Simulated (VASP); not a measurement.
Runs of VASP 6.6.1 on Pt. The structure is that of space group Fm-3m (No. 225), or close to it. The cells are those of the table. 

```csv
cell,gap on the mesh (eV),pressure (GPa)
"a = 2.879 Å, angles 56.8°, 1 atom",none,(b)
"a = 2.863 Å, angles 60.0°, 1 atom",none,-12.8
"a = 2.723 Å, angles 60.0°, 1 atom",none,(a)
"a = 2.739 Å, angles 63.4°, 1 atom",none,1.5
"a = 2.807 Å, angles 60.0°, 1 atom",none,-0.4
```

Alike in all rows: task single point; level PBE; potentials or basis VASP PAW PBE potentials, release 64 (Pt); no spin polarisation; k mesh 20 × 20 × 20; cutoff (eV) 520; smearing gaussian 0.15 eV.

Task: Estimate the missing entries.

Result: (a) 28.6; (b) 1.6.

Caveats: spin-orbit coupling is left out, which moves the levels of the heavy elements; the cell stands under tension (at least some runs); the cell stands under pressure (at least some runs).

A k mesh can miss the band edges, and the runs leave out spin-orbit coupling on Pt.

A gap of «none» marks levels without a gap at the run's occupations.
